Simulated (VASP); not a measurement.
# AlNi3 in VASP: further runs, part 2 of 2

VASP 6.6.1. The steps go on from the part before.

## 3. Single point, PBE, collinear spin, ferromagnetic start

This run uses another cell than the first one, of 10.71 Å³/atom.

File INCAR:

```
ALGO     = Normal         # electronic algorithm
EDIFF    = 1E-7           # SCF threshold, eV
ENCUT    = 520            # plane-wave cutoff, eV
GGA      = PE             # functional
ISIF     = 2              # what is computed and relaxed
ISMEAR   = -1             # smearing method
ISPIN    = 2              # spin polarisation
LASPH    = T              # aspherical terms in the spheres
LCHARG   = T              # write CHGCAR
LELF     = T              # ELF
LMAXMIX  = 4              # l up to which the mixer works
LORBIT   = 11             # projections on sites
LREAL    = F              # projectors in reciprocal space
LVHAR    = T            
LWAVE    = F              # write WAVECAR
MAGMOM   = 0 1.5 1.5 1.5  # initial moments
NBANDS   = 28             # bands
NELM     = 150            # most SCF steps
PREC     = Accurate       # precision mode
SIGMA    = 0.1            # smearing width, eV
```

File KPOINTS:

```
k-points
0
Gamma
  10 10 10
```

File POSCAR:

```
AlNi3
1.0
    3.5230550000      0.0000000000      0.0000000000
    0.0000000000      3.5230550000      0.0000000000
    0.0000000000      0.0000000000      3.4525939000
Al Ni
1 3
Direct
    0.0000000000      0.0000000000      0.0000000000
    0.0000000000      0.5000000000      0.5000000000
    0.5000000000      0.0000000000      0.5000000000
    0.5000000000      0.5000000000      0.0000000000
```

Potentials or basis: VASP PAW PBE potentials, release 64 (Al, Ni).

The run is started by

```console
cat potpaw_PBE.64/Al/POTCAR potpaw_PBE.64/Ni/POTCAR > POTCAR
mpirun -np 1 vasp_std > vasp.out
```

OUTCAR:

```text
EDIFF = 1E-7
   ENCUT = 520
   GGA = PE
   ISIF = 2
   ISMEAR = -1
   ISPIN = 2
   LASPH = T
   LORBIT = 11
   LREAL = F
   NELM = 150
   PREC = Accurate

 ion  position               nearest neighbor table
   1  0.000  0.000  0.000-   2 2.47   3 2.47   2 2.47   3 2.47   2 2.47   2 2.47   3 2.47   3 2.47
                             4 2.49   4 2.49   4 2.49   4 2.49
   2  0.000  0.500  0.500-   1 2.47   4 2.47   1 2.47   4 2.47   1 2.47   1 2.47   4 2.47   4 2.47
                             3 2.49   3 2.49   3 2.49   3 2.49
   3  0.500  0.000  0.500-   1 2.47   4 2.47   1 2.47   4 2.47   4 2.47   4 2.47   1 2.47   1 2.47
                             2 2.49   2 2.49   2 2.49   2 2.49
   4  0.500  0.500  0.000-   2 2.47   3 2.47   2 2.47   3 2.47   3 2.47   3 2.47   2 2.47   2 2.47
                             1 2.49   1 2.49   1 2.49   1 2.49

  LATTYP: Found a simple tetragonal cell.
 ALAT       =     3.5230550000
 C/A-ratio  =     0.9800000000

  Lattice vectors:

 A1 = (   3.5230550000,   0.0000000000,   0.0000000000)
 A2 = (   0.0000000000,   3.5230550000,   0.0000000000)
 A3 = (   0.0000000000,   0.0000000000,   3.4525939000)

Analysis of symmetry for initial positions (statically):
=====================================================================
 Subroutine PRICEL returns:
 Original cell was already a primitive cell.

 Routine SETGRP: Setting up the symmetry group for a
 simple tetragonal supercell.

 Subroutine GETGRP returns: Found 16 space group operations
 (whereof 16 operations were pure point group operations)
 out of a pool of 16 trial point group operations.

The static configuration has the point symmetry D_4h.

Analysis of symmetry for dynamics (positions and initial velocities):
=====================================================================
 Subroutine PRICEL returns:
 Original cell was already a primitive cell.

[... 172 lines left out ...]

  energy without entropy =      -21.73019911  energy(sigma->0) =      -21.79867825

 E-fermi :  10.2077     XC(G=0): -12.9639

 val. band max:       10.2011868298   @ k =   0.1000   0.1000   0.3000
 cond. band min:      10.2117922297   @ k =   0.3000   0.1000   0.3000
 fundamental gap:      0.0106053999
 Fermi energy:        10.2076556330

 spin component 1

 k-point     1 :       0.0000    0.0000    0.0000
  band No.  band energies     occupation
      1      -0.1077      1.00000
      2       5.6575      1.00000
      3       6.3779      1.00000
      4       6.4107      1.00000
      5       6.8270      1.00000
      6       6.8459      1.00000
[... 733 lines left out ...]
     27      23.7976      0.00000
     28      24.4606      0.00000

 [... further k-points ...]

 spin component 2

 k-point     1 :       0.0000    0.0000    0.0000
  band No.  band energies     occupation
      1      -0.1075      1.00000
      2       5.6571      1.00000
      3       6.3770      1.00000
      4       6.4099      1.00000
      5       6.8255      1.00000
      6       6.8444      1.00000
[... 733 lines left out ...]
     27      23.7976      0.00000
     28      24.4606      0.00000

 [... further k-points ...]

------------------------ aborting loop because EDIFF is reached ----------------------------------------

  FORCE on cell =-STRESS in cart. coord.  units (eV):
  Direction    XX          YY          ZZ          XY          YZ          ZX
  --------------------------------------------------------------------------------------
  -------------------------------------------------------------------------------------
  Total        2.9964561      2.9964561      3.4747926      0.0000000      0.0000000      0.0000000
  in kB      112.0299532    112.0299532    129.9137523      0.0000000      0.0000000      0.0000000
  external PRESSURE =     117.9912195 kB  Pullay stress =       0.0000000 kB

 VOLUME and BASIS-vectors are now :
 -----------------------------------------------------------------------------
  energy-cutoff  :      520.00
  volume of cell :       42.85
      direct lattice vectors                 reciprocal lattice vectors
     3.523055000  0.000000000  0.000000000     0.283844561  0.000000000  0.000000000
     0.000000000  3.523055000  0.000000000     0.000000000  0.283844561  0.000000000
     0.000000000  0.000000000  3.452593900     0.000000000  0.000000000  0.289637307

 POSITION                                       TOTAL-FORCE (eV/Angst)
 -----------------------------------------------------------------------------------
      0.00000      0.00000      0.00000         0.000000      0.000000      0.000000
      0.00000      1.76153      1.72630         0.000000      0.000000      0.000000
      1.76153      0.00000      1.72630         0.000000      0.000000      0.000000
      1.76153      1.76153      0.00000         0.000000      0.000000      0.000000
 -----------------------------------------------------------------------------------
    total drift:                                0.000000      0.000000      0.000000

  FREE ENERGIE OF THE ION-ELECTRON SYSTEM (eV)
  ---------------------------------------------------
  free  energy   TOTEN  =       -21.8671573873 eV

  energy  without entropy=      -21.7301991131  energy(sigma->0) =      -21.79867825

 total charge

# of ion       s       p       d       tot
------------------------------------------
    1        0.415   0.415   0.000   0.830
    2        0.516   0.564   8.410   9.490
    3        0.516   0.564   8.410   9.490
    4        0.516   0.564   8.403   9.483
--------------------------------------------------
tot          1.963   2.108  25.223  29.293

 magnetization (x)

# of ion       s       p       d       tot
------------------------------------------
    1        0.000   0.000   0.000   0.000
    2        0.000   0.000  -0.001  -0.001
    3        0.000   0.000  -0.001  -0.001
    4        0.000   0.000  -0.001  -0.001
--------------------------------------------------
tot          0.000   0.000  -0.004  -0.004
```

OSZICAR:

```text
N       E                     dE             d eps       ncg     rms          rms(c)
DAV:   1     0.198428719830E+03    0.19843E+03   -0.13938E+04 14472   0.152E+03
DAV:   2    -0.127682752300E+02   -0.21120E+03   -0.19534E+03 14156   0.296E+02
DAV:   3    -0.253065296363E+02   -0.12538E+02   -0.11857E+02 15592   0.899E+01
[... 17 lines left out ...]
DAV:  21    -0.218671536888E+02   -0.19675E-04   -0.58857E-05 17228   0.675E-02    0.698E-03
DAV:  22    -0.218671559789E+02   -0.22901E-05   -0.70460E-06 17796   0.507E-02    0.276E-03
DAV:  23    -0.218671559309E+02    0.48027E-07   -0.21445E-05 17916   0.794E-02    0.721E-03
DAV:  24    -0.218671573442E+02   -0.14133E-05   -0.35116E-06 16132   0.230E-02    0.243E-03
DAV:  25    -0.218671573873E+02   -0.43076E-07   -0.84119E-08  8588   0.291E-03
   1 F= -.21867157E+02 E0= -.21798678E+02  d E =-.136958E+00  mag=    -0.0026
```

Run time: 9.6 min. Hardware: 1 thread of Intel Xeon Platinum 8488C (Sapphire Rapids), shared host; peak memory 0.33 GiB.

Results:

- Free energy: -21.8672 eV
- Pressure: 11.8 GPa
- Net moment: 0.00 μB per cell
- Valence electrons inside the program's atomic spheres: Al 0.83; Ni 9.49, 9.48 (each value once)

Stress tensor (GPa, compression positive):
```
11.20  0.00  0.00
 0.00 11.20  0.00
 0.00  0.00 12.99
```

Levels at points of the mesh, in eV from the Fermi level:
Spin up:
| k point | band 15 | band 16 | band 17 | band 18 | band 19 | band 20 |
| --- | --- | --- | --- | --- | --- | --- |
| (0.00, 0.00, 0.00) | 0.19 | 0.19 | 0.72 | 0.72 | 1.18 | 6.76 |
| (0.50, 0.00, 0.00) | -0.98 | -0.40 | 0.19 | 5.60 | 5.64 | 5.96 |
| (0.50, 0.50, 0.00) | -0.95 | -0.85 | -0.55 | 1.02 | 1.02 | 8.63 |
| (0.00, 0.00, 0.50) | -0.96 | -0.46 | 0.12 | 5.71 | 5.71 | 5.82 |
| (0.50, 0.00, 0.50) | -0.90 | -0.80 | -0.53 | 1.09 | 1.10 | 8.29 |
| (0.50, 0.50, 0.50) | -0.98 | -0.24 | -0.07 | -0.07 | -0.02 | 3.76 |
Spin down:
```csv
k point,band 13,band 14,band 15,band 16,band 17,band 18,band 19,band 20,band 21,band 22
"(0.00, 0.00, 0.00)",-0.11,0.11,0.19,0.19,0.72,0.72,1.18,6.76,6.97,7.87
"(0.50, 0.00, 0.00)",-1.12,-1.09,-0.98,-0.40,0.19,5.60,5.64,5.96,6.02,6.66
"(0.50, 0.50, 0.00)",-1.31,-1.22,-0.95,-0.85,-0.55,1.01,1.01,8.63,8.63,8.70
"(0.00, 0.00, 0.50)",-1.17,-1.09,-0.96,-0.46,0.12,5.71,5.71,5.82,5.82,6.56
"(0.50, 0.00, 0.50)",-1.25,-1.17,-0.90,-0.80,-0.53,1.09,1.10,8.29,8.41,8.47
"(0.50, 0.50, 0.50)",-1.27,-1.08,-0.98,-0.24,-0.07,-0.07,-0.03,3.76,4.35,4.35
```

Caveat: the cell stands under pressure; the moments typed at the start vanished in this run.
